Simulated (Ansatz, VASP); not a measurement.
**WC: VASP beside Ansatz**

```xyz
6
Lattice="-1.4609 -2.5303 0.0000 1.4609 -2.5303 0.0000 0.0000 0.0000 8.5412" Properties=species:S:1:pos:R:3 pbc="T T T"
W     0.0000    0.0000    2.8471
W     0.0000    0.0000    5.6942
W     0.0000    0.0000    0.0000
C     0.0000   -1.6869    1.4235
C     0.0000   -1.6869    4.2706
C     0.0000   -1.6869    7.1177
```

Alike in both runs: task single point; functional PBE; k mesh 23 × 23 × 7; occupations gaussian, width 0.15 eV; no spin polarisation.

|  | VASP | Ansatz |
| --- | --- | --- |
| version | VASP 6.6.1 | Ansatz 0.2.0 |
| potentials or method | VASP PAW PBE potentials, release 64 (W_sv, C), cutoff 520 eV | scalar-relativistic, plane waves, PAW |
| valence electrons in the cell | 54 | 54 |

```tsv
	VASP	Ansatz	Ansatz less VASP
gap on the k mesh at the Fermi level (eV)	none	none	-
pressure (GPa)	1.1	0.0	-1.06
traceless stress, the component that is largest in VASP (GPa)	0.01	-0.19	-0.198
```

A gap of «none» marks a metal or a gap that the smearing closes. With one functional, cell and mesh, what is left measures potentials, basis and numerics.

Neither program's run includes spin-orbit coupling.
